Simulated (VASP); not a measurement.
# Al (I4/mmm) in VASP: single point with LDA

Aim: the single point of Al with LDA.

All numbers are computed with VASP 6.6.1; they aren't measurements. Logs are shortened: lines on timing, memory, paths and dates and some standing lists are left out, and cuts for length are marked.

### 1 The cell of the first run

It takes space group I4/mmm (No. 139, tetragonal). The conventional cell has a = 3.343 Å, b = 3.343 Å, c = 8.798 Å, α = 90.00°, β = 90.00°, γ = 90.00°. Al (site symmetry 4/mmm) has 4 Al at 3.34 Å within 4.4 Å.

### 2 Single point, LDA

File INCAR:

```
SYSTEM = Al
  PREC = Accurate
  ENCUT = 520
  EDIFF = 1E-7
  ISMEAR = -1
  SIGMA = 0.05
  LREAL = .FALSE.
  LASPH = .TRUE.
  NELM = 80
  ALGO = Normal
  ISIF = 2
  LWAVE = .FALSE.
  LCHARG = .FALSE.
  NBANDS = 8
```

File KPOINTS:

```
regular mesh
0
G
  12 12 12
  0 0 0
```

File POSCAR:

```
Al
1.0
   -1.6715140000      1.6715140000      4.3990750000
    1.6715140000     -1.6715140000      4.3990750000
    1.6715140000      1.6715140000     -4.3990750000
Al
1
Direct
    0.0000000000      0.0000000000      0.0000000000
```

Potentials or basis: VASP PAW LDA potentials, release 64 (Al).

On the command line:

```sh
cat potpaw_LDA.64/Al/POTCAR > POTCAR
mpirun -np 1 vasp_std > vasp.out
```

OUTCAR:

```text
SYSTEM = Al
   PREC = Accurate
   ENCUT = 520
   EDIFF = 1E-7
   ISMEAR = -1
   LREAL = .FALSE.
   LASPH = .TRUE.
   NELM = 80
   ISIF = 2

 ion  position               nearest neighbor table
   1  0.000  0.000  0.000-

  LATTYP: Found a body centered tetragonal cell.
 ALAT       =     3.3430280000
 C/A-ratio  =     2.6317906999

  Lattice vectors:

 A1 = (  -1.6715140000,   1.6715140000,   4.3990750000)
 A2 = (   1.6715140000,  -1.6715140000,   4.3990750000)
 A3 = (   1.6715140000,   1.6715140000,  -4.3990750000)

Analysis of symmetry for initial positions (statically):
=====================================================================
 Subroutine PRICEL returns:
 Original cell was already a primitive cell.

 Routine SETGRP: Setting up the symmetry group for a
 body centered tetragonal supercell.

 Subroutine GETGRP returns: Found 16 space group operations
 (whereof 16 operations were pure point group operations)
 out of a pool of 16 trial point group operations.

The static configuration has the point symmetry D_4h.

Analysis of symmetry for dynamics (positions and initial velocities):
=====================================================================
 Subroutine PRICEL returns:
 Original cell was already a primitive cell.

 Routine SETGRP: Setting up the symmetry group for a
 body centered tetragonal supercell.

 Subroutine GETGRP returns: Found 16 space group operations
 (whereof 16 operations were pure point group operations)
 out of a pool of 16 trial point group operations.

The dynamic configuration has the point symmetry D_4h.

 Subroutine INISYM returns: Found 16 space group operations
 (whereof 16 operations are pure point group operations),
 and found     1 'primitive' translations

----------------------------------------------------------------------------------------

                                     Primitive cell

  volume of cell :      49.1633

  direct lattice vectors                    reciprocal lattice vectors
    -1.671514000  1.671514000  4.399075000     0.000000000  0.299130010  0.113660258
     1.671514000 -1.671514000  4.399075000     0.299130010  0.000000000  0.113660258
     1.671514000  1.671514000 -4.399075000     0.299130010  0.299130010  0.000000000

  length of vectors
     4.993974265  4.993974265  4.993974265     0.319995965  0.319995965  0.423033717

  position of ions in fractional coordinates (direct lattice)
     0.000000000  0.000000000  0.000000000

  ion indices of the primitive-cell ions
   primitive index   ion index
                 1           1

----------------------------------------------------------------------------------------

 KPOINTS: regular mesh

Automatic generation of k-mesh.
 Grid dimensions read from file:
 generate k-points for:   12   12   12

 Generating k-lattice:

  Cartesian coordinates                     Fractional coordinates (reciprocal lattice)
     0.000000000  0.024927501  0.009471688     0.083333333 -0.000000000  0.000000000
     0.024927501  0.000000000  0.009471688    -0.000000000  0.083333333  0.000000000
     0.024927501  0.024927501  0.000000000     0.000000000  0.000000000  0.083333333

  Length of vectors
     0.026666330  0.026666330  0.035252810

  Shift w.r.t. Gamma in fractional coordinates (k-lattice)
     0.000000000  0.000000000  0.000000000

 Subroutine IBZKPT returns following result:
 ===========================================

 Found    163 irreducible k-points:

 Following reciprocal coordinates:
            Coordinates               Weight
  0.000000  0.000000  0.000000      1.000000
  0.083333 -0.000000  0.000000      8.000000
  0.166667 -0.000000  0.000000      8.000000
  0.250000 -0.000000  0.000000      8.000000
  0.333333  0.000000  0.000000      8.000000
  0.416667 -0.000000  0.000000      8.000000
[... 16 lines left out ...]
  0.500000  0.166667  0.000000     16.000000
 -0.416667  0.166667 -0.000000     16.000000
 [... further k-points ...]
   k-points           NKPTS =    163   k-points in BZ     NKDIM =    163   number of bands    NBANDS=      8
   number of dos      NEDOS =    301   number of ions     NIONS =      1
   total plane-waves  NPLWV =  64000
   dimension x,y,z NGX =    40 NGY =   40 NGZ =   40
   dimension x,y,z NGXF=    80 NGYF=   80 NGZF=   80
   ions per type =               1
   NGX,Y,Z   is equivalent  to a cutoff of  13.32, 13.32, 13.32 a.u.
   NGXF,Y,Z  is equivalent  to a cutoff of  26.63, 26.63, 26.63 a.u.
 SYSTEM =  Al
   PREC   = accura    normal or accurate (medium, high low for compatibility)
   ISTART =      0    job   : 0-new  1-cont  2-samecut
   ICHARG =      2    charge: 1-file 2-atom 10-const
   ISPIN  =      1    spin polarized calculation?
   LNONCOLLINEAR =      F non collinear calculations
   LSORBIT =      F    spin-orbit coupling
   LASPH  =      T    aspherical Exc in radial PAW
   ENCUT  =  520.0 eV  38.22 Ry    6.18 a.u.   9.29  9.29  9.29*2*pi/ulx,y,z
   NELM   =     80;   NELMIN=  2; NELMDL= -5     # of ELM steps
   EDIFF  = 0.1E-06   stopping-criterion for ELM
   LREAL  =      F    real-space projection
   EDIFFG = 0.1E-05   stopping-criterion for IOM
   NSW    =      0    number of steps for IOM
   IBRION =     -1    ionic relax: 0-MD 1-quasi-New 2-CG
   NFREE  =      0    steps in history (QN), initial steepest desc. (CG)
   ISIF   =      2    stress and relaxation
   ISYM   =      2    0-nonsym 1-usesym 2-fastsym
   POTIM  = 0.5000    time-step for ionic-motion
   TEBEG  =    0.0;   TEEND  =   0.0 temperature during run
   PSTRESS=    0.0 pullay stress
   NELECT =       3.0000    total number of electrons
   NUPDOWN=      -1.0000    fix difference up-down
   EMIN   =  10.00;   EMAX   =-10.00  energy-range for DOS
   EFERMI =   0.00;   METHOD = LEGACY
   ISMEAR =    -1;   SIGMA  =   0.05  broadening in eV -4-tet -1-fermi 0-gaus
   EFERMI_NEDOS =   21; number of points for ismear=-14 and -15
   IALGO  =     38    algorithm
   IMIX   =      4    mixing-type and parameters
     AMIX     =   0.40;   BMIX     =  1.00
     AMIX_MAG =   1.60;   BMIX_MAG =  1.00
  volume/ion in A,a.u.               =      49.16       331.77
  Fermi-wavevector in a.u.,A,eV,Ry     =   0.644518  1.217962  5.651900  0.415403
  Thomas-Fermi vector in A             =   1.711872
   LORBIT       =      0    0 simple, 1 ext, 2 COOP (PROOUT), +10 PAW based schemes
   GGA     = CA    functional components
   LHFCALC =     F    Hartree Fock is set to
   AEXX    =    0.0000 exact exchange contribution
   IVDW    =     0    specifies the selected vdW correction
   LEPSILON=     F    determine dielectric tensor
   LRPA    =     F    only Hartree local field effects (RPA)
 non-spin polarized calculation
  energy-cutoff  :      520.00
  volume of cell :       49.16
 maximum number of plane-waves:      1338
 NGX is ok and might be reduce to    40
   NGX = 19   NGY = 19   NGZ = 19

 number of electron       3.0000000 magnetization

 Free energy of the ion-electron system (eV)
  ---------------------------------------------------
  ext. energy  EPLUGINS =         0.00000000
  ---------------------------------------------------
  free energy    TOTEN  =        -2.44894724 eV

  energy without entropy =       -2.44131183  energy(sigma->0) =       -2.44512954

 E-fermi :   0.3380     XC(G=0):  -6.6572

 val. band max:        0.3166910047   @ k =  -0.2500   0.5000   0.1667
 cond. band min:       0.3556494653   @ k =  -0.1667  -0.4167   0.1667
 fundamental gap:      0.0389584606
 Fermi energy:         0.3379662840

 k-point     1 :       0.0000    0.0000    0.0000
  band No.  band energies     occupation
      1      -5.8470      2.00000
      2       1.7598      0.00000
      3       4.2595      0.00000
      4       6.3577      0.00000
      5       6.3577      0.00000
      6       7.7084      0.00000
      7      10.1295      0.00000
      8      11.6627      0.00000

 k-point     2 :       0.0833   -0.0000    0.0000
  band No.  band energies     occupation
      1      -5.7527      2.00000
      2       1.7227      0.00000
      3       4.4811      0.00000
      4       5.2392      0.00000
      5       6.4171      0.00000
      6       8.4195      0.00000
      7      10.1665      0.00000
      8      10.7085      0.00000

 k-point     3 :       0.1667   -0.0000    0.0000
  band No.  band energies     occupation
      1      -5.4718      2.00000
      2       1.6687      0.00000
      3       3.6178      0.00000
      4       5.0700      0.00000
      5       6.5920      0.00000
      6       8.5100      0.00000
      7       8.9967      0.00000
      8      12.0873      0.00000

 k-point     4 :       0.2500   -0.0000    0.0000
  band No.  band energies     occupation
      1      -5.0127      2.00000
      2       1.6421      0.00000
      3       2.0897      0.00000
      4       5.7509      0.00000
      5       6.8693      0.00000
      6       7.2955      0.00000
      7       9.4385      0.00000
      8      12.5775      0.00000

 k-point     5 :       0.3333    0.0000    0.0000
  band No.  band energies     occupation
      1      -4.3977      2.00000
      2       0.5650      0.02110
      3       1.8591      0.00000
      4       5.4493      0.00000
      5       7.2140      0.00000
      6       7.5699      0.00000
      7       9.9134      0.00000
      8      12.5410      0.00000
[... 177 lines left out ...]
 k-point    22 :       0.4167    0.1667    0.0000
  band No.  band energies     occupation
      1      -3.2580      2.00000
      2      -0.4059      2.00000
      3       1.9170      0.00000
      4       5.0139      0.00000
      5       5.5380      0.00000
      6       8.7500      0.00000
      7      10.2595      0.00000
      8      10.9789      0.00000

 k-point    23 :       0.5000    0.1667    0.0000
  band No.  band energies     occupation
      1      -2.9467      2.00000
      2      -0.8666      2.00000
      3       2.3357      0.00000
      4       5.0056      0.00000
      5       5.3307      0.00000
      6       8.3244      0.00000
      7       9.4877      0.00000
      8      11.3312      0.00000

 k-point    24 :      -0.4167    0.1667   -0.0000
  band No.  band energies     occupation
      1      -3.4406      2.00000
      2      -0.1959      1.99995
      3       2.6217      0.00000
      4       5.0468      0.00000
      5       5.2103      0.00000
      6       7.8287      0.00000
      7       8.8771      0.00000
      8      10.7647      0.00000

 [... further k-points ...]
[... 5 lines left out ...]
  --------------------------------------------------------------------------------------
  -------------------------------------------------------------------------------------
  Total       -2.2857751     -2.2857751     -0.9362555      0.0000000      0.0000000      0.0000000
  in kB      -74.4908074    -74.4908074    -30.5115001      0.0000000      0.0000000      0.0000000
  external PRESSURE =     -59.8310383 kB  Pullay stress =       0.0000000 kB

 VOLUME and BASIS-vectors are now :
 -----------------------------------------------------------------------------
  energy-cutoff  :      520.00
  volume of cell :       49.16
      direct lattice vectors                 reciprocal lattice vectors
    -1.671514000  1.671514000  4.399075000     0.000000000  0.299130010  0.113660258
     1.671514000 -1.671514000  4.399075000     0.299130010  0.000000000  0.113660258
     1.671514000  1.671514000 -4.399075000     0.299130010  0.299130010  0.000000000

 POSITION                                       TOTAL-FORCE (eV/Angst)
 -----------------------------------------------------------------------------------
      0.00000      0.00000      0.00000         0.000000      0.000000      0.000000
 -----------------------------------------------------------------------------------
    total drift:                               -0.000000     -0.000000     -0.000000

  FREE ENERGIE OF THE ION-ELECTRON SYSTEM (eV)
  ---------------------------------------------------
  free  energy   TOTEN  =        -2.4489472413 eV

  energy  without entropy=       -2.4413118333  energy(sigma->0) =       -2.44512954
```

Run time: 95 s. Hardware: 1 thread of Intel Xeon 6975P-C, shared host; peak memory 0.21 GiB.

What came out:

* Free energy: -2.4489 eV
* Pressure: -6.0 GPa
